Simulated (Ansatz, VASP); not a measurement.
CuNi5 in VASP and in Ansatz

INCAR

```
SYSTEM = CuNi5
PREC     = Accurate       ! precision mode
ENCUT    = 520            ! plane-wave cutoff, eV
EDIFF    = 1E-6           ! SCF threshold, eV
ISMEAR   = 0              ! smearing method
SIGMA    = 0.1            ! smearing width, eV
LREAL    = .FALSE.        ! projectors in reciprocal space
LASPH    = .TRUE.         ! aspherical terms in the spheres
NELM     = 150            ! most SCF steps
ALGO     = Normal         ! electronic algorithm
ISIF     = 2              ! what is computed and relaxed
LWAVE    = .FALSE.        ! write WAVECAR
LCHARG   = .FALSE.        ! write CHGCAR
ISPIN    = 2              ! spin polarisation
MAGMOM   = 0 2 2 2 2 2    ! initial moments
LORBIT   = 11             ! projections on sites
LMAXMIX  = 4              ! l up to which the mixer works
GGA      = PE             ! functional
NBANDS   = 44             ! bands
```

Contents of KPOINTS:

```
Automatic mesh
0
G
  6 6 2
  0 0 0
```

The input POSCAR:

```
CuNi5
1.0
    2.4679721500      0.0000000000      0.0000000000
   -1.2339860800      2.1373265800      0.0000000000
    0.0000000000      0.0000000000     11.9463576100
Cu Ni
1 5
Direct
    0.6666666700      0.3333333300      0.0000000000
    0.3333333300      0.6666666700      0.8333333300
    0.3333333300      0.6666666700      0.1666666700
    0.3333333300      0.6666666700      0.5000000000
    0.6666666700      0.3333333300      0.3333333300
    0.6666666700      0.3333333300      0.6666666700
```

Input for Ansatz:

```yaml
crystal:
  lattice:
    - [2.46797215, 0.0, 0.0]
    - [-1.23398608, 2.13732658, 0.0]
    - [0.0, 0.0, 11.94635761]
  atoms:
    - { symbol: Cu, position: [0.66666667, 0.33333333, 0.0] }
    - { symbol: Ni, position: [0.33333333, 0.66666667, 0.83333333], spin: 2.0 }
    - { symbol: Ni, position: [0.33333333, 0.66666667, 0.16666667], spin: 2.0 }
    - { symbol: Ni, position: [0.33333333, 0.66666667, 0.5], spin: 2.0 }
    - { symbol: Ni, position: [0.66666667, 0.33333333, 0.33333333], spin: 2.0 }
    - { symbol: Ni, position: [0.66666667, 0.33333333, 0.66666667], spin: 2.0 }
basis:
  ecutwfc: 420
kpoints:
  mp_grid: { grid: [6, 6, 2] }
hamiltonian:
  xc: pbe
scf:
  occupations: { method: gaussian, width: 0.1 }
  lower_state_search: "off"
output:
  forces: true
  stress: true
  eigenvalues: true
  populations: true
magnetization:
  spin_polarized: true
```

Alike in both runs: task single point; functional PBE; k mesh 6 × 6 × 2; occupations gaussian, width 0.1 eV; collinear spin.

|  | VASP | Ansatz |
| --- | --- | --- |
| version | VASP 6.6.1 | Ansatz 0.2.0 |
| potentials or method | VASP PAW PBE potentials, release 64 (Cu, Ni), cutoff 520 eV | scalar-relativistic, plane waves, PAW |
| valence electrons in the cell | 61 | 109 |

Ansatz gave:

* gap on the k mesh at the Fermi level (eV): none
* pressure (GPa): 11.2
* traceless stress, the component that is largest in VASP (GPa): 4.59
* rms of the force components (eV/Å): 0.138
* net moment per atom (μB): 0.50
* size of the moment on the site where the two differ most (μB): 0.71

Q: Estimate VASP's values.

A: gap on the k mesh at the Fermi level (eV): none; pressure (GPa): 11.1; traceless stress, the component that is largest in VASP (GPa): 4.45; rms of the force components (eV/Å): 0.139; net moment per atom (μB): 0.49; size of the moment on the site where the two differ most (μB): 0.66.

Site moments also hang on the region over which each program counts them. Atom by atom the forces differ by 0.001 eV/Å (rms over components). A gap of «none» marks a metal or a gap that the smearing closes. VASP's potentials hold 61 valence electrons a cell and Ansatz's 109, so a difference there can come from the potentials and not from the codes.

The k mesh is coarse, so the values compare programs but aren't converged.
